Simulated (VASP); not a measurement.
A run of VASP 6.6.1 is set up as follows.

INCAR

```
PREC = Accurate
ENCUT = 520
EDIFF = 1E-7
ISMEAR = -1
SIGMA = 0.05
LREAL = Auto
LASPH = T
NELM = 100
ALGO = Normal
ISIF = 2
LWAVE = F
LCHARG = F
GGA = PS
NBANDS = 52
```

KPOINTS

```
Automatic mesh
0
Gamma
  2 2 2
```

Contents of POSCAR:

```
TiSi16
1.0
    0.0000000000      5.4300000000      5.4300000000
    5.4300000000      0.0000000000      5.4300000000
    5.4300000000      5.4300000000      0.0000000000
Si Ti
16 1
Direct
   -0.0075230203      0.0016666667      0.0357366483
    0.1223020258      0.1492081031      0.1220810313
   -0.0245856354      0.0033149171      0.5455985267
    0.0964456722      0.1367955801      0.6600368324
    0.0223388582      0.4979005525      0.0579926335
    0.1962891344      0.6128084715      0.1186279926
   -0.0104327808      0.5137292818      0.5087569061
    0.0759116022      0.6339226519      0.7046224678
    0.4968139963     -0.0095027624      0.0612154696
    0.6473941068      0.0726611418      0.1993830571
    0.4654051565      0.0107274401      0.5611141805
    0.6121362799      0.1007182320      0.6834806630
    0.5634898711      0.4444290976      0.0275230203
    0.6402302026      0.6150368324      0.1634346225
    0.5082412523      0.4670073665      0.5417587477
    0.6162338858      0.6203406998      0.6687200737
    0.2528453039      0.7284622468      0.3299723757
```

Potentials or basis: VASP PAW PBE potentials, release 64 (Si, Ti_sv).

Launch:

```console
$ cat potpaw_PBE.64/Si/POTCAR potpaw_PBE.64/Ti_sv/POTCAR > POTCAR
$ mpirun -np 1 vasp_std > vasp.out
```

Question: Estimate the pressure.

Answer: 1.9 GPa.

Question: What does it give for the largest force?

Answer: 2.022 eV/Å.

Forces in eV/Å, atoms in the order of the input:
```
Si  -1.407  0.944  0.767
Si   0.158  1.675 -1.068
Si  -0.741 -0.275  0.549
Si   0.292 -0.109  0.287
Si   0.686 -0.809 -0.727
Si   0.946 -0.047 -0.085
Si   0.575  0.590  0.043
Si  -1.046 -0.109 -0.018
Si  -0.300 -0.269  0.177
Si   0.980 -1.283 -0.672
Si  -1.004  0.510 -0.965
Si   0.689  0.439  0.027
Si   0.720  0.671  0.303
Si  -1.117  0.597  0.322
Si   1.510  0.163  0.103
Si  -0.417 -0.877  0.227
Ti  -0.525 -1.810  0.733
```

Caveat: the k points lie up to 0.50 Å⁻¹ apart; the PAW data sets were made with another functional, which shifts forces and pressure a little.
